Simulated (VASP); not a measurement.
Input of a VASP 6.6.1 run:

Contents of INCAR:

```
ALGO = Normal ; EDIFF = 1E-6
ENCUT = 520 ; GGA = PE
ISIF = 2 ; ISMEAR = 0
LASPH = True ; LCHARG = False
LREAL = False ; LWAVE = False
NBANDS = 16 ; NELM = 60
PREC = Accurate ; SIGMA = 0.01
```

The input KPOINTS:

```
k-points
0
Gamma
  12 12 6
```

Contents of POSCAR:

```
MgO
1.0
    3.4840796602      0.0000000000      0.0000000000
   -1.7420398301      3.0173014945      0.0000000000
    0.0000000000      0.0000000000      4.1853171886
Mg O
2 2
Direct
    0.6666666667      0.3333333333      0.7500000000
    0.3333333333      0.6666666667      0.2500000000
    0.6666666667      0.3333333333      0.2500000000
    0.3333333333      0.6666666667      0.7500000000
```

Potentials or basis: VASP PAW PBE potentials, release 64 (Mg, O).

Command:

```console
$ cat potpaw_PBE.64/Mg/POTCAR potpaw_PBE.64/O/POTCAR > POTCAR
$ mpirun -np 1 vasp_std > vasp.out
```

Task: Predict the band gap on the k mesh.

Result: 3.43 eV.

Task: Predict the pressure.

Result: 4.0 GPa.

Stress tensor (GPa, compression positive):
```
3.82 0.00 0.00
0.00 3.82 0.00
0.00 0.00 4.29
```

Caveat: the cell stands under pressure. A k mesh can miss the band edges.
